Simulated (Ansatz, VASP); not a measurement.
**TiO2: VASP beside Ansatz**

```
Ti O
1.0
     0.01646    2.41329    2.41329
     2.41329    0.01646    2.41329
     2.41329    2.41329    0.01646
Ti O
1 2
Direct
  0.00000 0.00000 0.00000
  0.24965 0.24965 0.24965
  0.75035 0.75035 0.75035
```

Change from the starting cell: shear_111 strain +1.0%.

Alike in both runs: task single point; functional PBE; k mesh 10 × 10 × 10; occupations fermi-dirac, width 0.02 eV; no spin polarisation.

|  | VASP | Ansatz |
| --- | --- | --- |
| version | VASP 6.6.1 | Ansatz 0.2.0 |
| potentials or method | VASP PAW PBE potentials, release 64 (Ti_sv, O) | plane waves, PAW |
| plane-wave cutoff (eV) | 520 | 420 |
| valence electrons in the cell | 24 | 24 |

```csv
,VASP,Ansatz,Ansatz less VASP
gap on the k mesh at the Fermi level (eV),1.12,1.14,+0.017
pressure (GPa),4.0,3.2,-0.83
"traceless stress, the component that is largest in VASP (GPa)",-0.23,-0.22,+0.015
rms of the force components (eV/Å),0.005,0.003,-0.0014
```

Atom by atom the forces differ by 0.001 eV/Å (rms over components). The functional is the same, so the differences come from potentials, cutoffs and numerics.
